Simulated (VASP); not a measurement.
# Zr (Im-3m) in VASP: notebook

Runs on Zr. Level: r2SCAN. Tasks: single point.

Program: VASP 6.6.1. These are calculated values, not measurements. Logs are shortened: lines on timing, memory, paths and dates and some standing lists are left out, and cuts for length are marked.

## (1) The cell of the first run

The structure is cubic, space group Im-3m (No. 229). Conventional cell: a = 3.596 Å, b = 3.596 Å, c = 3.596 Å, α = 90.00°, β = 90.00°, γ = 90.00°. Within 4.1 Å of Zr (site symmetry m-3m) lie 14 Zr at 3.11 to 3.60 Å.

## (2) Single point, r2SCAN

The input, POSCAR:

```
Zr
1.0
   -1.7978519830      1.7978519830      1.7978519830
    1.7978519830     -1.7978519830      1.7978519830
    1.7978519830      1.7978519830     -1.7978519830
Zr
1
Direct
    0.0000000000      0.0000000000      0.0000000000
```

The input, INCAR.step1:

```
PREC     = Accurate       # precision mode
ENCUT    = 550            # plane-wave cutoff, eV
ISMEAR   = -1             # smearing method
SIGMA    = 0.05           # smearing width, eV
LREAL    = False          # projectors in reciprocal space
LASPH    = True           # aspherical terms in the spheres
NELM     = 120            # most SCF steps
NBANDS   = 12             # bands
GGA      = PE             # functional
ALGO     = Normal         # electronic algorithm
EDIFF    = 1E-5           # SCF threshold, eV
LWAVE    = True           # write WAVECAR
LCHARG   = False          # write CHGCAR
GGA_COMPAT= False
```

The input, INCAR.step2:

```
PREC     = Accurate       # precision mode
ENCUT    = 550            # plane-wave cutoff, eV
EDIFF    = 1E-6           # SCF threshold, eV
ISMEAR   = -1             # smearing method
SIGMA    = 0.05           # smearing width, eV
LREAL    = False          # projectors in reciprocal space
LASPH    = True           # aspherical terms in the spheres
NELM     = 120            # most SCF steps
ALGO     = Normal         # electronic algorithm
ISIF     = 2              # what is computed and relaxed
LWAVE    = False          # write WAVECAR
LCHARG   = False          # write CHGCAR
METAGGA  = R2SCAN         # meta-GGA
LMIXTAU  = True         
NBANDS   = 12             # bands
ISTART   = 1            
GGA_COMPAT= False
```

The input, KPOINTS:

```
Automatic mesh
0
Gamma
  10 10 10
```

Potentials or basis: VASP PAW PBE potentials, release 64 (Zr_sv).

Run with:

```sh
cat potpaw_PBE.64/Zr_sv/POTCAR > POTCAR
cp INCAR.step1 INCAR
mpirun -np 1 vasp_std > vasp.out
cp INCAR.step2 INCAR
mpirun -np 1 vasp_std > vasp.out
```

OUTCAR:

```text
PREC = Accurate
   ENCUT = 550
   EDIFF = 1E-6
   ISMEAR = -1
   LREAL = False
   LASPH = True
   NELM = 120
   ISIF = 2
   METAGGA = R2SCAN
   ISTART = 1

 ion  position               nearest neighbor table
   1  0.000  0.000  0.000-

  LATTYP: Found a body centered cubic cell.
 ALAT       =     3.5957039660

  Lattice vectors:

 A1 = (  -1.7978519830,   1.7978519830,   1.7978519830)
 A2 = (   1.7978519830,  -1.7978519830,   1.7978519830)
 A3 = (   1.7978519830,   1.7978519830,  -1.7978519830)

Analysis of symmetry for initial positions (statically):
=====================================================================
 Subroutine PRICEL returns:
 Original cell was already a primitive cell.

 Routine SETGRP: Setting up the symmetry group for a
 body centered cubic supercell.

 Subroutine GETGRP returns: Found 48 space group operations
 (whereof 48 operations were pure point group operations)
 out of a pool of 48 trial point group operations.

The static configuration has the point symmetry O_h .

Analysis of symmetry for dynamics (positions and initial velocities):
=====================================================================
 Subroutine PRICEL returns:
 Original cell was already a primitive cell.

 Routine SETGRP: Setting up the symmetry group for a
 body centered cubic supercell.

 Subroutine GETGRP returns: Found 48 space group operations
 (whereof 48 operations were pure point group operations)
 out of a pool of 48 trial point group operations.

The dynamic configuration has the point symmetry O_h .

 Subroutine INISYM returns: Found 48 space group operations
 (whereof 48 operations are pure point group operations),
 and found     1 'primitive' translations

----------------------------------------------------------------------------------------

                                     Primitive cell

  volume of cell :      23.2446

  direct lattice vectors                    reciprocal lattice vectors
    -1.797851983  1.797851983  1.797851983     0.000000000  0.278109658  0.278109658
     1.797851983 -1.797851983  1.797851983     0.278109658  0.000000000  0.278109658
     1.797851983  1.797851983 -1.797851983     0.278109658  0.278109658  0.000000000

  length of vectors
     3.113970979  3.113970979  3.113970979     0.393306450  0.393306450  0.393306450

  position of ions in fractional coordinates (direct lattice)
     0.000000000  0.000000000  0.000000000

  ion indices of the primitive-cell ions
   primitive index   ion index
                 1           1

----------------------------------------------------------------------------------------

 KPOINTS: Automatic mesh

Automatic generation of k-mesh.
 Grid dimensions read from file:
 generate k-points for:   10   10   10

 Generating k-lattice:

  Cartesian coordinates                     Fractional coordinates (reciprocal lattice)
     0.000000000  0.027810966  0.027810966     0.100000000  0.000000000  0.000000000
     0.027810966  0.000000000  0.027810966     0.000000000  0.100000000  0.000000000
     0.027810966  0.027810966  0.000000000     0.000000000  0.000000000  0.100000000

  Length of vectors
     0.039330645  0.039330645  0.039330645

  Shift w.r.t. Gamma in fractional coordinates (k-lattice)
     0.000000000  0.000000000  0.000000000

 Subroutine IBZKPT returns following result:
 ===========================================

 Found     47 irreducible k-points:

 Following reciprocal coordinates:
            Coordinates               Weight
  0.000000  0.000000  0.000000      1.000000
  0.100000  0.000000  0.000000     12.000000
  0.200000  0.000000  0.000000     12.000000
  0.300000  0.000000  0.000000     12.000000
  0.400000  0.000000  0.000000     12.000000
  0.500000  0.000000  0.000000      6.000000
[... 16 lines left out ...]
  0.300000  0.300000  0.100000      8.000000
 -0.300000  0.300000  0.100000     24.000000
 [... further k-points ...]
   k-points           NKPTS =     47   k-points in BZ     NKDIM =     47   number of bands    NBANDS=     12
   number of dos      NEDOS =    301   number of ions     NIONS =      1
   total plane-waves  NPLWV =  13824
   dimension x,y,z NGX =    24 NGY =   24 NGZ =   24
   dimension x,y,z NGXF=    48 NGYF=   48 NGZF=   48
   ions per type =               1
   NGX,Y,Z   is equivalent  to a cutoff of  12.81, 12.81, 12.81 a.u.
   NGXF,Y,Z  is equivalent  to a cutoff of  25.63, 25.63, 25.63 a.u.
 SYSTEM =  unknown system
   PREC   = accura    normal or accurate (medium, high low for compatibility)
   ISTART =      1    job   : 0-new  1-cont  2-samecut
   ICHARG =      0    charge: 1-file 2-atom 10-const
   ISPIN  =      1    spin polarized calculation?
   LNONCOLLINEAR =      F non collinear calculations
   LSORBIT =      F    spin-orbit coupling
   LASPH  =      T    aspherical Exc in radial PAW
   ENCUT  =  550.0 eV  40.42 Ry    6.36 a.u.   5.95  5.95  5.95*2*pi/ulx,y,z
   NELM   =    120;   NELMIN=  2; NELMDL=  0     # of ELM steps
   EDIFF  = 0.1E-05   stopping-criterion for ELM
   LREAL  =      F    real-space projection
   EDIFFG = 0.1E-04   stopping-criterion for IOM
   NSW    =      0    number of steps for IOM
   IBRION =     -1    ionic relax: 0-MD 1-quasi-New 2-CG
   NFREE  =      0    steps in history (QN), initial steepest desc. (CG)
   ISIF   =      2    stress and relaxation
   ISYM   =      2    0-nonsym 1-usesym 2-fastsym
   POTIM  = 0.5000    time-step for ionic-motion
   TEBEG  =    0.0;   TEEND  =   0.0 temperature during run
   PSTRESS=    0.0 pullay stress
   NELECT =      12.0000    total number of electrons
   NUPDOWN=      -1.0000    fix difference up-down
   EMIN   =  10.00;   EMAX   =-10.00  energy-range for DOS
   EFERMI =   0.00;   METHOD = LEGACY
   ISMEAR =    -1;   SIGMA  =   0.05  broadening in eV -4-tet -1-fermi 0-gaus
   EFERMI_NEDOS =   21; number of points for ismear=-14 and -15
   IALGO  =     38    algorithm
   IMIX   =      4    mixing-type and parameters
     AMIX     =   0.40;   BMIX     =  1.00
     AMIX_MAG =   1.60;   BMIX_MAG =  1.00
  volume/ion in A,a.u.               =      23.24       156.86
  Fermi-wavevector in a.u.,A,eV,Ry     =   1.313292  2.481762 23.466458  1.724736
  Thomas-Fermi vector in A             =   2.443625
   LORBIT       =      0    0 simple, 1 ext, 2 COOP (PROOUT), +10 PAW based schemes
   METAGGA = R2SCAN    functional components
   LHFCALC =     F    Hartree Fock is set to
   AEXX    =    0.0000 exact exchange contribution
   IVDW    =     0    specifies the selected vdW correction
   LEPSILON=     F    determine dielectric tensor
   LRPA    =     F    only Hartree local field effects (RPA)
 non-spin polarized calculation
  energy-cutoff  :      550.00
  volume of cell :       23.24
 maximum number of plane-waves:       699
   NGX = 11   NGY = 11   NGZ = 11

 number of electron      12.0000000 magnetization

 Free energy of the ion-electron system (eV)
  ---------------------------------------------------
  ext. energy  EPLUGINS =         0.00000000
  ---------------------------------------------------
  free energy    TOTEN  =       -22.63724885 eV

  energy without entropy =      -22.62179079  energy(sigma->0) =      -22.62951982

 E-fermi :   8.7991     XC(G=0): -11.9726

 val. band max:        8.7850242104   @ k =   0.3000   0.2000   0.1000
 cond. band min:       8.8061930703   @ k =   0.2000   0.2000   0.0000
 fundamental gap:      0.0211688598
 Fermi energy:         8.7990937524

 k-point     1 :       0.0000    0.0000    0.0000
  band No.  band energies     occupation
      1     -41.4411      2.00000
      2     -18.2384      2.00000
      3     -18.2384      2.00000
      4     -18.2384      2.00000
      5       3.0348      2.00000
      6      10.0669      0.00000
      7      10.0669      0.00000
      8      10.0669      0.00000
      9      12.6011      0.00000
     10      12.6011      0.00000
     11      21.6838      0.00000
     12      21.6838      0.00000

 k-point     2 :       0.1000    0.0000    0.0000
  band No.  band energies     occupation
      1     -41.4257      2.00000
      2     -18.3425      2.00000
      3     -18.2695      2.00000
      4     -18.2393      2.00000
      5       3.3872      2.00000
      6       9.8293      0.00000
      7       9.9610      0.00000
      8      10.4052      0.00000
      9      12.2759      0.00000
     10      12.5989      0.00000
     11      21.9707      0.00000
     12      22.3248      0.00000

 k-point     3 :       0.2000    0.0000    0.0000
  band No.  band energies     occupation
      1     -41.3849      2.00000
      2     -18.6076      2.00000
      3     -18.3502      2.00000
      4     -18.2416      2.00000
      5       4.3179      2.00000
      6       9.2789      0.00014
      7       9.4942      0.00000
      8      11.3817      0.00000
      9      12.0515      0.00000
     10      12.6513      0.00000
     11      22.1692      0.00000
     12      23.4724      0.00000

 k-point     4 :       0.3000    0.0000    0.0000
  band No.  band energies     occupation
      1     -41.3341      2.00000
      2     -18.9219      2.00000
      3     -18.4480      2.00000
      4     -18.2446      2.00000
      5       5.3635      2.00000
      6       8.7012      1.75255
      7       9.1195      0.00329
      8      12.3177      0.00000
      9      12.8443      0.00000
     10      12.8631      0.00000
     11      21.0896      0.00000
     12      22.2782      0.00000

 k-point     5 :       0.4000    0.0000    0.0000
  band No.  band energies     occupation
      1     -41.2926      2.00000
      2     -19.1666      2.00000
      3     -18.5257      2.00000
      4     -18.2471      2.00000
      5       5.8100      2.00000
      6       8.2924      1.99992
      7       9.6548      0.00000
      8      12.6031      0.00000
      9      13.1412      0.00000
     10      14.5054      0.00000
     11      19.7402      0.00000
     12      20.4466      0.00000
[... 228 lines left out ...]
      1     -41.2695      2.00000
      2     -19.0501      2.00000
      3     -18.6959      2.00000
      4     -18.4276      2.00000
      5       7.2266      2.00000
      6       8.0090      2.00000
      7       8.7850      1.13977
      8      13.0204      0.00000
      9      13.3550      0.00000
     10      17.2958      0.00000
     11      18.1782      0.00000
     12      20.3016      0.00000

 k-point    22 :      -0.2000    0.2000    0.1000
  band No.  band energies     occupation
      1     -41.3710      2.00000
      2     -18.6099      2.00000
      3     -18.3834      2.00000
      4     -18.3195      2.00000
      5       4.6252      2.00000
      6       9.5608      0.00000
      7       9.5671      0.00000
      8      11.0171      0.00000
      9      11.2610      0.00000
     10      13.2466      0.00000
     11      22.8325      0.00000
     12      23.5789      0.00000

 k-point    23 :       0.3000    0.3000    0.1000
  band No.  band energies     occupation
      1     -41.2634      2.00000
      2     -18.8873      2.00000
      3     -18.8873      2.00000
      4     -18.4584      2.00000
      5       7.5124      2.00000
      6       8.3689      1.99963
      7       8.3689      1.99963
      8      13.2572      0.00000
      9      13.2572      0.00000
     10      17.4083      0.00000
     11      18.8933      0.00000
     12      18.8933      0.00000

 k-point    24 :      -0.3000    0.3000    0.1000
  band No.  band energies     occupation
      1     -41.3216      2.00000
      2     -18.9072      2.00000
      3     -18.4831      2.00000
      4     -18.3190      2.00000
      5       5.6522      2.00000
      6       8.9255      0.14779
      7       9.0254      0.02139
      8      11.4354      0.00000
      9      12.7446      0.00000
     10      13.4153      0.00000
     11      21.1905      0.00000
     12      22.9121      0.00000

 [... further k-points ...]
[... 5 lines left out ...]
  --------------------------------------------------------------------------------------
  -------------------------------------------------------------------------------------
  Total       -0.1618157     -0.1618157     -0.1618157      0.0000000     -0.0000000      0.0000000
  in kB      -11.1534565    -11.1534565    -11.1534565      0.0000000     -0.0000000      0.0000000
  external PRESSURE =     -11.1534565 kB  Pullay stress =       0.0000000 kB

 VOLUME and BASIS-vectors are now :
 -----------------------------------------------------------------------------
  energy-cutoff  :      550.00
  volume of cell :       23.24
      direct lattice vectors                 reciprocal lattice vectors
    -1.797851983  1.797851983  1.797851983     0.000000000  0.278109658  0.278109658
     1.797851983 -1.797851983  1.797851983     0.278109658  0.000000000  0.278109658
     1.797851983  1.797851983 -1.797851983     0.278109658  0.278109658  0.000000000

 POSITION                                       TOTAL-FORCE (eV/Angst)
 -----------------------------------------------------------------------------------
      0.00000      0.00000      0.00000         0.000000      0.000000      0.000000
 -----------------------------------------------------------------------------------
    total drift:                                0.000000      0.000000      0.000000

  FREE ENERGIE OF THE ION-ELECTRON SYSTEM (eV)
  ---------------------------------------------------
  free  energy   TOTEN  =       -22.6372488494 eV

  energy  without entropy=      -22.6217907943  energy(sigma->0) =      -22.62951982
```

It took 28 s on 1 thread of Intel Xeon Platinum 8488C (Sapphire Rapids), shared host; peak memory 0.14 GiB.

What came out:

```yaml
Free_energy: -22.6372 eV
Pressure: -1.1 GPa
Band_gap_on_the_k_mesh: zero (band 6 reaches 10.07 eV, above the bottom of band 7 at 8.00 eV)
```

Caveat: the PAW data sets were made with another functional, which shifts forces and pressure a little.

[end of part 1 of 2]
